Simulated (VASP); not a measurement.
# NaI (I4/mmm) in VASP: a series of runs

Runs on NaI. Level: PBEsol. Tasks: single point.

All numbers are computed with VASP 6.6.1; they aren't measurements. Logs are shortened: lines on timing, memory, paths and dates and some standing lists are left out, and cuts for length are marked.

### 1 The cell of the first run

It takes space group I4/mmm (No. 139, tetragonal). The conventional cell has a = 4.440 Å, b = 4.440 Å, c = 6.473 Å, α = 90.00°, β = 90.00°, γ = 90.00°. Within 4.1 Å of Na (site symmetry 4/mmm) lie 6 I at 3.14 to 3.24 Å. I (site symmetry 4/mmm) has 6 Na at 3.14 to 3.24 Å within 4.1 Å.

### 2 Single point, PBEsol (strain -0.030 along x and y, +0.000 along z)

Contents of INCAR:

```
SYSTEM = NaI
  PREC = Accurate
  ENCUT = 520
  EDIFF = 1E-6
  ISMEAR = 0
  SIGMA = 0.05
  LREAL = .FALSE.
  LASPH = .TRUE.
  NELM = 60
  ALGO = Normal
  ISIF = 2
  LWAVE = .FALSE.
  LCHARG = .FALSE.
  GGA = PS
  NBANDS = 14
```

Contents of KPOINTS:

```
Automatic mesh
0
G
  6 6 6
  0 0 0
```

Contents of POSCAR:

```
NaI
1.0
    0.0000000000      3.1393080000      3.2364000000
    3.1393080000      0.0000000000      3.2364000000
    3.1393080000      3.1393080000      0.0000000000
Na I
1 1
Direct
    0.0000000000      0.0000000000      0.0000000000
    0.5000000000      0.5000000000      0.5000000000
```

Potentials or basis: VASP PAW PBE potentials, release 64 (Na_pv, I).

The run is started by

```console
> cat potpaw_PBE.64/Na_pv/POTCAR potpaw_PBE.64/I/POTCAR > POTCAR
> mpirun -np 1 vasp_std > vasp.out
```

OUTCAR:

```text
SYSTEM = NaI
   PREC = Accurate
   ENCUT = 520
   EDIFF = 1E-6
   ISMEAR = 0
   LREAL = .FALSE.
   LASPH = .TRUE.
   NELM = 60
   ISIF = 2
   GGA = PS

 ion  position               nearest neighbor table
   1  0.000  0.000  0.000-   2 3.14   2 3.14   2 3.14   2 3.14
   2  0.500  0.500  0.500-   1 3.14   1 3.14   1 3.14   1 3.14

  LATTYP: Found a body centered tetragonal cell.
 ALAT       =     4.4396519501
 C/A-ratio  =     1.4579521262

  Lattice vectors:

 A1 = (  -3.1393080000,   0.0000000000,   3.2364000000)
 A2 = (   3.1393080000,   0.0000000000,   3.2364000000)
 A3 = (   0.0000000000,   3.1393080000,  -3.2364000000)

Analysis of symmetry for initial positions (statically):
=====================================================================
 Subroutine PRICEL returns:
 Original cell was already a primitive cell.

 Routine SETGRP: Setting up the symmetry group for a
 body centered tetragonal supercell.

 Subroutine GETGRP returns: Found 16 space group operations
 (whereof 16 operations were pure point group operations)
 out of a pool of 16 trial point group operations.

The static configuration has the point symmetry D_4h.

Analysis of symmetry for dynamics (positions and initial velocities):
=====================================================================
 Subroutine PRICEL returns:
 Original cell was already a primitive cell.

 Routine SETGRP: Setting up the symmetry group for a
 body centered tetragonal supercell.

 Subroutine GETGRP returns: Found 16 space group operations
 (whereof 16 operations were pure point group operations)
 out of a pool of 16 trial point group operations.

The dynamic configuration has the point symmetry D_4h.

 Subroutine INISYM returns: Found 16 space group operations
 (whereof 16 operations are pure point group operations),
 and found     1 'primitive' translations

----------------------------------------------------------------------------------------

                                     Primitive cell

  volume of cell :      63.7911

  direct lattice vectors                    reciprocal lattice vectors
     0.000000000  3.139308000  3.236400000    -0.159270769  0.159270769  0.154492646
     3.139308000  0.000000000  3.236400000     0.159270769 -0.159270769  0.154492646
     3.139308000  3.139308000  0.000000000     0.159270769  0.159270769 -0.154492646

  length of vectors
     4.508829081  4.508829081  4.439651950     0.273134278  0.273134278  0.273134278

  position of ions in fractional coordinates (direct lattice)
     0.000000000  0.000000000  0.000000000
     0.500000000  0.500000000  0.500000000

  ion indices of the primitive-cell ions
   primitive index   ion index
                 1           1
                 2           2

----------------------------------------------------------------------------------------

 KPOINTS: Automatic mesh

Automatic generation of k-mesh.
 Grid dimensions read from file:
 generate k-points for:    6    6    6

 Generating k-lattice:

  Cartesian coordinates                     Fractional coordinates (reciprocal lattice)
    -0.026545128  0.026545128  0.025748774     0.166666667  0.000000000  0.000000000
     0.026545128 -0.026545128  0.025748774     0.000000000  0.166666667  0.000000000
     0.026545128  0.026545128 -0.025748774    -0.000000000 -0.000000000  0.166666667

  Length of vectors
     0.045522380  0.045522380  0.045522380

  Shift w.r.t. Gamma in fractional coordinates (k-lattice)
     0.000000000  0.000000000  0.000000000

 Subroutine IBZKPT returns following result:
 ===========================================

 Found     30 irreducible k-points:

 Following reciprocal coordinates:
            Coordinates               Weight
  0.000000  0.000000  0.000000      1.000000
  0.166667  0.000000  0.000000      8.000000
  0.333333  0.000000  0.000000      8.000000
  0.500000  0.000000  0.000000      4.000000
  0.166667  0.166667  0.000000      2.000000
  0.333333  0.166667  0.000000      8.000000
[... 16 lines left out ...]
  0.333333  0.000000  0.333333      4.000000
  0.500000  0.000000  0.333333     16.000000
 [... further k-points ...]
   k-points           NKPTS =     30   k-points in BZ     NKDIM =     30   number of bands    NBANDS=     14
   number of dos      NEDOS =    301   number of ions     NIONS =      2
   total plane-waves  NPLWV =  46656
   dimension x,y,z NGX =    36 NGY =   36 NGZ =   36
   dimension x,y,z NGXF=    72 NGYF=   72 NGZF=   72
   ions per type =               1   1
   NGX,Y,Z   is equivalent  to a cutoff of  13.27, 13.27, 13.48 a.u.
   NGXF,Y,Z  is equivalent  to a cutoff of  26.55, 26.55, 26.96 a.u.
 SYSTEM =  NaI
   PREC   = accura    normal or accurate (medium, high low for compatibility)
   ISTART =      0    job   : 0-new  1-cont  2-samecut
   ICHARG =      2    charge: 1-file 2-atom 10-const
   ISPIN  =      1    spin polarized calculation?
   LNONCOLLINEAR =      F non collinear calculations
   LSORBIT =      F    spin-orbit coupling
   LASPH  =      T    aspherical Exc in radial PAW
   ENCUT  =  520.0 eV  38.22 Ry    6.18 a.u.   8.38  8.38  8.25*2*pi/ulx,y,z
   NELM   =     60;   NELMIN=  2; NELMDL= -5     # of ELM steps
   EDIFF  = 0.1E-05   stopping-criterion for ELM
   LREAL  =      F    real-space projection
   EDIFFG = 0.1E-04   stopping-criterion for IOM
   NSW    =      0    number of steps for IOM
   IBRION =     -1    ionic relax: 0-MD 1-quasi-New 2-CG
   NFREE  =      0    steps in history (QN), initial steepest desc. (CG)
   ISIF   =      2    stress and relaxation
   ISYM   =      2    0-nonsym 1-usesym 2-fastsym
   POTIM  = 0.5000    time-step for ionic-motion
   TEBEG  =    0.0;   TEEND  =   0.0 temperature during run
   PSTRESS=    0.0 pullay stress
   NELECT =      14.0000    total number of electrons
   NUPDOWN=      -1.0000    fix difference up-down
   EMIN   =  10.00;   EMAX   =-10.00  energy-range for DOS
   EFERMI =   0.00;   METHOD = LEGACY
   ISMEAR =     0;   SIGMA  =   0.05  broadening in eV -4-tet -1-fermi 0-gaus
   EFERMI_NEDOS =   21; number of points for ismear=-14 and -15
   IALGO  =     38    algorithm
   IMIX   =      4    mixing-type and parameters
     AMIX     =   0.40;   BMIX     =  1.00
     AMIX_MAG =   1.60;   BMIX_MAG =  1.00
  volume/ion in A,a.u.               =      31.90       215.24
  Fermi-wavevector in a.u.,A,eV,Ry     =   0.987486  1.866077 13.267423  0.975128
  Thomas-Fermi vector in A             =   2.118943
   LORBIT       =      0    0 simple, 1 ext, 2 COOP (PROOUT), +10 PAW based schemes
   GGA     = PS    functional components
   LHFCALC =     F    Hartree Fock is set to
   AEXX    =    0.0000 exact exchange contribution
   IVDW    =     0    specifies the selected vdW correction
   LEPSILON=     F    determine dielectric tensor
   LRPA    =     F    only Hartree local field effects (RPA)
 non-spin polarized calculation
 Gauss-broadening in eV      SIGMA  =   0.05
  energy-cutoff  :      520.00
  volume of cell :       63.79
 maximum number of plane-waves:      1745
 NGX is ok and might be reduce to    36
   NGX = 17   NGY = 17   NGZ = 17

 number of electron      14.0000008 magnetization

 Free energy of the ion-electron system (eV)
  ---------------------------------------------------
  ext. energy  EPLUGINS =         0.00000000
  ---------------------------------------------------
  free energy    TOTEN  =        -5.66221194 eV

  energy without entropy =       -5.66221194  energy(sigma->0) =       -5.66221194

 E-fermi :   1.4961     XC(G=0):  -8.0947

 val. band max:        1.1758964438   @ k =   0.0000   0.0000   0.0000
 cond. band min:       4.8250616268   @ k =   0.0000   0.0000   0.0000
 fundamental gap:      3.6491651831
 Fermi energy:         1.4960684379

 k-point     1 :       0.0000    0.0000    0.0000
  band No.  band energies     occupation
      1     -21.0286      2.00000
      2     -21.0277      2.00000
      3     -21.0277      2.00000
      4     -10.0696      2.00000
      5       1.1444      2.00000
      6       1.1444      2.00000
      7       1.1759      2.00000
      8       4.8251      0.00000
      9       8.8617      0.00000
     10       9.0704      0.00000
     11       9.0704      0.00000
     12      10.7840      0.00000
     13      11.1511      0.00000
     14      11.4341      0.00000

 k-point     2 :       0.1667    0.0000    0.0000
  band No.  band energies     occupation
      1     -21.0300      2.00000
      2     -21.0284      2.00000
      3     -21.0277      2.00000
      4      -9.9808      2.00000
      5       0.3240      2.00000
      6       1.0665      2.00000
      7       1.0684      2.00000
      8       5.6784      0.00000
      9       8.5161      0.00000
     10       9.1223      0.00000
     11       9.3158      0.00000
     12      10.3395      0.00000
     13      10.5467      0.00000
     14      12.0734      0.00000

 k-point     3 :       0.3333    0.0000    0.0000
  band No.  band energies     occupation
      1     -21.0338      2.00000
      2     -21.0288      2.00000
      3     -21.0278      2.00000
      4      -9.7907      2.00000
      5      -0.8241      2.00000
      6       0.8828      2.00000
      7       0.9266      2.00000
      8       6.1828      0.00000
      9       8.7053      0.00000
     10       8.9678      0.00000
     11       9.3680      0.00000
     12      11.3481      0.00000
     13      11.4968      0.00000
     14      11.5408      0.00000

 k-point     4 :       0.5000    0.0000    0.0000
  band No.  band energies     occupation
      1     -21.0357      2.00000
      2     -21.0290      2.00000
      3     -21.0279      2.00000
      4      -9.6885      2.00000
      5      -1.2916      2.00000
      6       0.7976      2.00000
      7       0.8603      2.00000
      8       6.1102      0.00000
      9       8.4606      0.00000
     10       8.7038      0.00000
     11      10.3041      0.00000
     12      11.4488      0.00000
     13      13.5463      0.00000
     14      13.7478      0.00000

 k-point     5 :       0.1667    0.1667    0.0000
  band No.  band energies     occupation
      1     -21.0301      2.00000
      2     -21.0282      2.00000
      3     -21.0282      2.00000
      4      -9.9604      2.00000
      5       0.3594      2.00000
      6       0.9215      2.00000
      7       0.9215      2.00000
      8       5.9791      0.00000
      9       7.8833      0.00000
     10       9.0539      0.00000
     11       9.7555      0.00000
[... 276 lines left out ...]
 k-point    22 :      -0.3333    0.5000    0.1667
  band No.  band energies     occupation
      1     -21.0332      2.00000
      2     -21.0307      2.00000
      3     -21.0302      2.00000
      4      -9.6038      2.00000
      5      -0.7360      2.00000
      6      -0.0664      2.00000
      7       0.1513      2.00000
      8       6.6439      0.00000
      9       7.5895      0.00000
     10       9.7268      0.00000
     11       9.9147      0.00000
     12      13.0896      0.00000
     13      13.8104      0.00000
     14      14.0313      0.00000

 k-point    23 :       0.3333    0.0000    0.3333
  band No.  band energies     occupation
      1     -21.0323      2.00000
      2     -21.0302      2.00000
      3     -21.0298      2.00000
      4      -9.7073      2.00000
      5      -0.6554      2.00000
      6       0.4180      2.00000
      7       0.5299      2.00000
      8       6.2549      0.00000
      9       6.8230      0.00000
     10       9.5878      0.00000
     11      11.0831      0.00000
     12      11.3831      0.00000
     13      12.1416      0.00000
     14      15.4429      0.00000

 k-point    24 :       0.5000    0.0000    0.3333
  band No.  band energies     occupation
      1     -21.0332      2.00000
      2     -21.0309      2.00000
      3     -21.0301      2.00000
      4      -9.6128      2.00000
      5      -0.8501      2.00000
      6       0.0431      2.00000
      7       0.4112      2.00000
      8       6.1627      0.00000
      9       7.1422      0.00000
     10       9.8759      0.00000
     11      10.7896      0.00000
     12      12.2166      0.00000
     13      13.8011      0.00000
     14      14.4680      0.00000

 [... further k-points ...]
[... 5 lines left out ...]
  --------------------------------------------------------------------------------------
  -------------------------------------------------------------------------------------
  Total        0.3739245      0.3739245     -0.0153453      0.0000000     -0.0000000     -0.0000000
  in kB        9.3914880      9.3914880     -0.3854114      0.0000000     -0.0000000     -0.0000000
  external PRESSURE =       6.1325216 kB  Pullay stress =       0.0000000 kB

 VOLUME and BASIS-vectors are now :
 -----------------------------------------------------------------------------
  energy-cutoff  :      520.00
  volume of cell :       63.79
      direct lattice vectors                 reciprocal lattice vectors
     0.000000000  3.139308000  3.236400000    -0.159270769  0.159270769  0.154492646
     3.139308000  0.000000000  3.236400000     0.159270769 -0.159270769  0.154492646
     3.139308000  3.139308000  0.000000000     0.159270769  0.159270769 -0.154492646

 POSITION                                       TOTAL-FORCE (eV/Angst)
 -----------------------------------------------------------------------------------
      0.00000      0.00000      0.00000         0.000000     -0.000000      0.000000
      3.13931      3.13931      3.23640        -0.000000      0.000000      0.000000
 -----------------------------------------------------------------------------------
    total drift:                                0.000000      0.000000      0.000000

  FREE ENERGIE OF THE ION-ELECTRON SYSTEM (eV)
  ---------------------------------------------------
  free  energy   TOTEN  =        -5.6622119354 eV

  energy  without entropy=       -5.6622119354  energy(sigma->0) =       -5.66221194
```

It took 37 s on 1 thread of Intel Xeon 6975P-C, shared host; peak memory 0.21 GiB.

Results:

| Item | Value |
| --- | --- |
| Free energy | -5.6622 eV |
| Pressure | 0.6 GPa |
| Band gap on the k mesh | 3.65 eV, direct |

Stress tensor (GPa, compression positive):
```
 0.94  0.00  0.00
 0.00  0.94  0.00
 0.00  0.00 -0.04
```

Levels at points of the mesh, in eV from the valence-band top:
```csv
k point,band 4,band 5,band 6,band 7,band 8,band 9,band 10,band 11
"(0.00, 0.00, 0.00)",-11.25,-0.03,-0.03,0.00,3.65,7.69,7.89,7.89
"(0.50, 0.00, 0.00)",-10.86,-2.47,-0.38,-0.32,4.93,7.28,7.53,9.13
"(0.50, 0.50, 0.00)",-10.80,-2.18,-0.81,-0.81,4.49,5.34,9.94,11.63
"(0.50, 0.00, 0.50)",-10.76,-2.16,-0.96,-0.83,4.44,5.26,10.15,11.24
```

Caveat: the cell differs from its parent crystal (strain -0.030 along x and y, +0.000 along z); the PAW data sets were made with another functional, which shifts forces and pressure a little; spin-orbit coupling is left out, which moves the levels of the heavy elements.

(Continued in part 2 of 2.)
